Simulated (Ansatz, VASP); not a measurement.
HgTe: VASP beside Ansatz

```
Hg Te
1.0
     0.00000    3.12679    3.17515
     3.12679    0.00000    3.17515
     3.12679    3.12679    0.00000
Hg Te
1 1
Direct
  0.00000 0.00000 0.00000
  0.75000 0.75000 0.75000
```

Change from the starting cell: strain -0.030 along x and y, -0.015 along z, atoms carried along.

Alike in both runs: task single point; functional r2SCAN; k mesh 14 × 14 × 14; occupations gaussian, width 0.15 eV; no spin polarisation.

|  | VASP | Ansatz |
| --- | --- | --- |
| version | VASP 6.6.1 | Ansatz 0.2.0 |
| potentials or method | VASP PAW PBE potentials, release 64 (Hg, Te), cutoff 520 eV | scalar-relativistic, plane waves, PAW |
| valence electrons in the cell | 18 | 36 |

|  | VASP | Ansatz | Ansatz less VASP |
| --- | --- | --- | --- |
| gap on the k mesh at the Fermi level (eV) | none | none | - |
| pressure (GPa) | 7.7 | 7.5 | -0.11 |
| traceless stress, the component that is largest in VASP (GPa) | -0.10 | -0.10 | +0.002 |

VASP's potentials were made for PBE, not for r2SCAN. A gap of «none» marks a metal or a gap that the smearing closes. The functional is the same, so the differences come from potentials, cutoffs and numerics. VASP's potentials hold 18 valence electrons a cell and Ansatz's 36, so a difference there can come from the potentials and not from the codes.

Neither program's run includes spin-orbit coupling.
